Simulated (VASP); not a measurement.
Zn2CdS3: single point with PBE

The system is Zn2CdS3.

```xyz
6
Lattice="-1.9722 1.9722 8.4779 1.9722 -1.9722 8.4779 1.9722 1.9722 -8.4779" Properties=species:S:1:pos:R:3 pbc="T T T"
Zn    1.9722    0.0000    7.1556
Zn    1.9722    0.0000    1.3223
Cd    0.0000    1.9722    4.2390
S     0.0000    0.0000   11.1126
S     0.0000    0.0000    5.8432
S     0.0000    0.0000    0.0000
```

```yaml
Program: VASP 6.6.1
Task: single point
Functional: PBE
Potentials_or_basis: VASP PAW PBE potentials, release 64 (Zn, Cd, S)
Cutoff: 520 eV
k_mesh: 10 × 10 × 10
Occupations: gaussian, width 0.02 eV
Spin: no spin polarisation
Dipole_correction: no
Further_INCAR_settings: ALGO = Normal; EDIFF = 1e-06; NBANDS = 36
```

| Item | Value |
| --- | --- |
| Pressure | 0.2 GPa |
| Largest force | 0.022 eV/Å |
| Band gap on the k mesh | 1.54 eV |

Forces in eV/Å, atoms in the order of the input:
```
Zn   0.000  0.000  0.004
Zn   0.000  0.000 -0.004
Cd   0.000  0.000  0.000
S    0.000  0.000 -0.022
S    0.000  0.000  0.022
S    0.000  0.000  0.000
```

Levels at points of the mesh, in eV from the valence-band top:
```
           k point  band 24  band 25  band 26  band 27  band 28  band 29  band 30  band 31
(0.00, 0.00, 0.00)    -1.40    -0.11     0.00     0.00     1.54     3.85     4.02     4.21
(0.50, 0.00, 0.00)    -0.98    -0.97    -0.81    -0.52     3.04     4.05     4.10     6.02
(0.50, 0.50, 0.00)    -2.34    -2.29    -2.01    -2.00     3.47     4.05     4.68     4.89
(0.50, 0.50, 0.50)    -0.75    -0.75    -0.44    -0.44     3.11     3.21     3.68     4.06
```

Run time: 38 min on 1 thread of AMD EPYC 7R13 Processor (Zen 3), with other jobs on the host, peak memory 0.97 GiB.

A k mesh can miss the band edges.
